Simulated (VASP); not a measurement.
# CuSi16 (a cell with a defect) in VASP: notebook, part 2 of 2

VASP 6.6.1. The steps go on from the part before.

## (3) Single point, PBE

Contents of INCAR:

```
SYSTEM = CuSi16
ALGO = Normal ; EDIFF = 1E-6
ENCUT = 520 ; GGA = PE
ISIF = 2 ; ISMEAR = 0
LASPH = .True. ; LCHARG = .False.
LREAL = Auto ; LWAVE = .False.
NBANDS = 52 ; NELECT = 74.0
NELM = 80 ; PREC = Accurate
SIGMA = 0.05
```

Contents of KPOINTS:

```
k-points
0
Gamma
  2 2 2
  0 0 0
```

Contents of POSCAR:

```
CuSi16
1.0
    0.0000000000      5.4300000000      5.4300000000
    5.4300000000      0.0000000000      5.4300000000
    5.4300000000      5.4300000000      0.0000000000
Si Cu
16 1
Direct
   -0.0183025783     -0.0095441989      0.0348837937
    0.1319816759      0.1234153775      0.1197409761
    0.0035930018     -0.0064020258      0.5085779006
    0.1137480663      0.1091987109      0.6634751381
    0.0078171271      0.5005721915     -0.0128265193
    0.1308419890      0.6224434622      0.1193272560
    0.0028651934      0.4901834254      0.5085725599
    0.1396186004      0.6214539595      0.6126125230
    0.5070044199     -0.0043213628     -0.0125559853
    0.6125912523      0.1297746777      0.1228076427
    0.4916600368     -0.0027488029      0.5082977901
    0.6312418048      0.1257018416      0.6129395948
    0.5060613260      0.5051000000     -0.0126090239
    0.6347883057      0.6228523941      0.1137015654
    0.5113082873      0.4977587477      0.4871593002
    0.6306279926      0.6246139963      0.6129521179
    0.2207755064      1.2427521179      0.2921825046
```

Potentials or basis: VASP PAW PBE potentials, release 64 (Si, Cu).

Launch:

```
$ cat potpaw_PBE.64/Si/POTCAR potpaw_PBE.64/Cu/POTCAR > POTCAR
$ mpirun -np 1 vasp_std > vasp.out
```

OUTCAR:

```text
SYSTEM = CuSi16
   EDIFF = 1E-6
   ENCUT = 520
   GGA = PE
   ISIF = 2
   ISMEAR = 0
   LASPH = .True.
   LREAL = Auto
   NELECT = 74.0
   NELM = 80
   PREC = Accurate

 ion  position               nearest neighbor table
   1  0.982  0.990  0.035-   6 2.32   2 2.32  10 2.33   4 2.33
   2  0.132  0.123  0.120-   1 2.32   9 2.35   5 2.37  17 2.41   3 2.44
   3  0.004  0.994  0.509-   8 2.34  12 2.34   4 2.39   2 2.44  17 2.54
   4  0.114  0.109  0.663-   1 2.33  17 2.33  11 2.38   3 2.39   7 2.40
   5  0.008  0.501  0.987-  14 2.34   8 2.35   6 2.36   2 2.37  17 2.83
   6  0.131  0.622  0.119-   1 2.32  13 2.35   5 2.36  17 2.40   7 2.44
   7  0.003  0.490  0.509-   8 2.34  16 2.34   4 2.40   6 2.44  17 2.52
   8  0.140  0.621  0.613-  15 2.33   7 2.34   3 2.34   5 2.35
   9  0.507  0.996  0.987-  14 2.34  12 2.35   2 2.35  10 2.36
  10  0.613  0.130  0.123-   1 2.33   9 2.36  13 2.36  11 2.42  17 2.47
  11  0.492  0.997  0.508-  16 2.34  12 2.34   4 2.38  10 2.42  17 2.65
  12  0.631  0.126  0.613-  15 2.33   3 2.34  11 2.34   9 2.35
  13  0.506  0.505  0.987-  14 2.34  16 2.35   6 2.35  10 2.36
  14  0.635  0.623  0.114-  13 2.34   9 2.34   5 2.34  15 2.34
  15  0.511  0.498  0.487-   8 2.33  16 2.33  12 2.33  14 2.34
  16  0.631  0.625  0.613-  15 2.33   7 2.34  11 2.34  13 2.35
[... 209 lines left out ...]
      2      -3.5466      2.00000
      3      -3.5060      2.00000
      4      -3.4747      2.00000
      5      -3.4685      2.00000
      6      -2.0423      2.00000
[... 405 lines left out ...]
     48      10.4884      0.00000
     49      10.5224      0.00000
 [bands above 49 left out]

------------------------ aborting loop because EDIFF is reached ----------------------------------------

  FORCE on cell =-STRESS in cart. coord.  units (eV):
  Direction    XX          YY          ZZ          XY          YZ          ZX
  --------------------------------------------------------------------------------------
  -------------------------------------------------------------------------------------
  Total       -1.6382605     -2.0676074     -1.7036257      0.2420737     -0.2989810      0.0528066
  in kB       -8.1971722    -10.3454449     -8.5242326      1.2112358     -1.4959761      0.2642223
  external PRESSURE =      -9.0222832 kB  Pullay stress =       0.0000000 kB

 VOLUME and BASIS-vectors are now :
 -----------------------------------------------------------------------------
  energy-cutoff  :      520.00
  volume of cell :      320.21
      direct lattice vectors                 reciprocal lattice vectors
     0.000000000  5.430000000  5.430000000    -0.092081031  0.092081031  0.092081031
     5.430000000  0.000000000  5.430000000     0.092081031 -0.092081031  0.092081031
     5.430000000  5.430000000  0.000000000     0.092081031  0.092081031 -0.092081031

 POSITION                                       TOTAL-FORCE (eV/Angst)
 -----------------------------------------------------------------------------------
      5.56759      5.52004     10.70879        -0.005433     -0.002182      0.005379
      1.32034      1.36685      1.38681        -0.006101     -0.003904     -0.015424
      8.15682      2.78109      5.41475         0.005002     -0.001509     -0.005748
      4.19562      4.22032      1.21060        -0.003190     -0.003822     -0.001281
      8.07846      5.40280      2.76055        -0.002872     -0.002681      0.000237
      4.02781      1.35842      4.09034         0.013721     -0.000760      0.001670
[... 9 lines left out ...]
      6.71998      6.75264      6.81596         0.004315     -0.001537      0.005699
      2.90470      2.78536      2.51695        -0.021195      0.007476      0.008183
 -----------------------------------------------------------------------------------
    total drift:                                0.006920     -0.004556      0.001419

  FREE ENERGIE OF THE ION-ELECTRON SYSTEM (eV)
  ---------------------------------------------------
  free  energy   TOTEN  =       -94.2186647685 eV

  energy  without entropy=      -94.2186646292  energy(sigma->0) =      -94.21866470
```

Run time: 5.1 min. Hardware: 1 thread of Intel Xeon Platinum 8488C (Sapphire Rapids), shared host; peak memory 0.49 GiB.

What came out:

- Free energy: -94.2187 eV
- Largest force: 0.024 eV/Å

Forces in eV/Å, atoms in the order of the input:
```
Si  -0.005 -0.002  0.005
Si  -0.006 -0.004 -0.015
Si   0.005 -0.002 -0.006
Si  -0.003 -0.004 -0.001
Si  -0.003 -0.003  0.000
Si   0.014 -0.001  0.002
Si   0.011  0.000 -0.002
Si   0.004 -0.006 -0.001
Si   0.000 -0.005  0.005
Si  -0.006  0.015  0.004
Si   0.002  0.005  0.003
Si   0.000  0.000  0.000
Si  -0.005 -0.002 -0.002
Si   0.007 -0.001  0.001
Si   0.002  0.001 -0.006
Si   0.004 -0.002  0.006
Cu  -0.021  0.007  0.008
```

Caveat: the k points lie up to 0.50 Å⁻¹ apart; the cell carries a net charge on a neutralising background, which shifts energy and pressure; the cell is charged against a uniform background, so pressure and absolute levels hang on convention.
